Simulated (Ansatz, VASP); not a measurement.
**Two plane-wave programs on Sr2I**

```xyz
6
Lattice="4.3602 0.0042 0.0090 -2.1766 3.7533 0.0108 0.0364 0.0701 16.8911" Properties=species:S:1:pos:R:3 pbc="T T T"
Sr    0.0309    2.5315    6.7762
Sr    0.0264    2.5580   15.2204
Sr    2.1830    1.2648    1.6913
Sr    2.2017    1.2989   10.1375
I     0.0146    0.0237    4.2265
I     0.0199    0.0481   12.6611
```

Change from the starting cell: cell x2, atoms moved at random (sigma 0.1 Å) and cell strained at random (1.5 %), then relaxed without symmetry.

Alike in both runs: functional PBE; k mesh 6 × 6 × 2; occupations gaussian, width 0.2 eV; no spin polarisation.

Ansatz relaxed the structure, and its values are those at the end. VASP's run is a single point on that final structure, the one shown.

|  | VASP | Ansatz |
| --- | --- | --- |
| version | VASP 6.6.1 | Ansatz 0.2.0 |
| potentials or method | VASP PAW PBE potentials, release 64 (Sr_sv, I), cutoff 520 eV | scalar-relativistic, plane waves, PAW |
| valence electrons in the cell | 54 | 74 |

|  | VASP | Ansatz | Ansatz less VASP |
| --- | --- | --- | --- |
| gap on the k mesh at the Fermi level (eV) | none | none | - |
| pressure (GPa) | -0.1 | -0.1 | -0.02 |
| rms of the force components (eV/Å) | 0.004 | 0.004 | +0.0002 |

A gap of «none» marks a metal or a gap that the smearing closes. VASP's potentials hold 54 valence electrons a cell and Ansatz's 74, so a difference there can come from the potentials and not from the codes.

Spin-orbit coupling is off throughout.
